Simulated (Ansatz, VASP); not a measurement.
ScGa4 in VASP and in Ansatz

INCAR

```
SYSTEM = ScGa4
PREC     = Accurate       ! precision mode
ENCUT    = 600            ! plane-wave cutoff, eV
EDIFF    = 1E-6           ! SCF threshold, eV
ISMEAR   = 0              ! smearing method
SIGMA    = 0.1            ! smearing width, eV
LREAL    = .False.        ! projectors in reciprocal space
LASPH    = .True.         ! aspherical terms in the spheres
NELM     = 80             ! most SCF steps
ALGO     = Fast           ! electronic algorithm
ISIF     = 3              ! what is computed and relaxed
LWAVE    = .False.        ! write WAVECAR
LCHARG   = .False.        ! write CHGCAR
GGA      = PE             ! functional
IBRION   = 2              ! ionic algorithm
NSW      = 90             ! ionic steps
EDIFFG   = -0.04          ! ionic threshold
```

KPOINTS

```
regular mesh
0
Gamma
  4 4 6
  0 0 0
```

The input POSCAR:

```
ScGa4
1.0
    6.0664885000      0.0000000000      0.0000000000
    0.0000000000      6.0664885000      0.0000000000
    0.0000000000      0.0000000000      2.5136040700
Sc Ga
1 4
Direct
    0.0000000000      0.0000000000      0.5000000000
    0.2070418300      0.5000000000      0.0000000000
    0.7929581700      0.5000000000      0.0000000000
    0.5000000000      0.2070418300      0.0000000000
    0.5000000000      0.7929581700      0.0000000000
```

Input for Ansatz:

```yaml
crystal:
  lattice:
    - [6.0664885, 0.0, 0.0]
    - [0.0, 6.0664885, 0.0]
    - [0.0, 0.0, 2.51360407]
  atoms:
    - { symbol: Sc, position: [0.0, 0.0, 0.5] }
    - { symbol: Ga, position: [0.20704183, 0.5, 0.0] }
    - { symbol: Ga, position: [0.79295817, 0.5, 0.0] }
    - { symbol: Ga, position: [0.5, 0.20704183, 0.0] }
    - { symbol: Ga, position: [0.5, 0.79295817, 0.0] }
basis:
  ecutwfc: 420
kpoints:
  mp_grid: { grid: [4, 4, 6] }
hamiltonian:
  xc: pbe
scf:
  occupations: { method: gaussian, width: 0.1 }
  lower_state_search: "off"
output:
  forces: true
  stress: true
  eigenvalues: true
relax:
  adjacent_minimum: "off"
  f_tol: 0.04
  max_steps: 70
  cell: { stress_tol: 0.4 }
```

Alike in both runs: task relaxation of cell and atoms; functional PBE; k mesh 4 × 4 × 6; occupations gaussian, width 0.1 eV; no spin polarisation.

|  | VASP | Ansatz |
| --- | --- | --- |
| version | VASP 6.6.1 | Ansatz 0.2.0 |
| potentials or method | VASP PAW PBE potentials, release 64 (Sc_sv, Ga_d), cutoff 600 eV | scalar-relativistic, plane waves, PAW |
| valence electrons in the cell | 63 | 63 |

|  | VASP | Ansatz | Ansatz less VASP |
| --- | --- | --- | --- |
| gap on the k mesh at the Fermi level, each at its own relaxed structure (eV) | none | none | - |
| relaxed volume (Å³/atom) | 20.51 | 20.39 | -0.118 |
| relaxed cell length with the largest relative difference (Å) | 2.992 | 2.985 | -0.0073 |

A gap of «none» marks a metal or a gap that the smearing closes.

The k mesh is coarse, so the values compare programs but aren't converged.
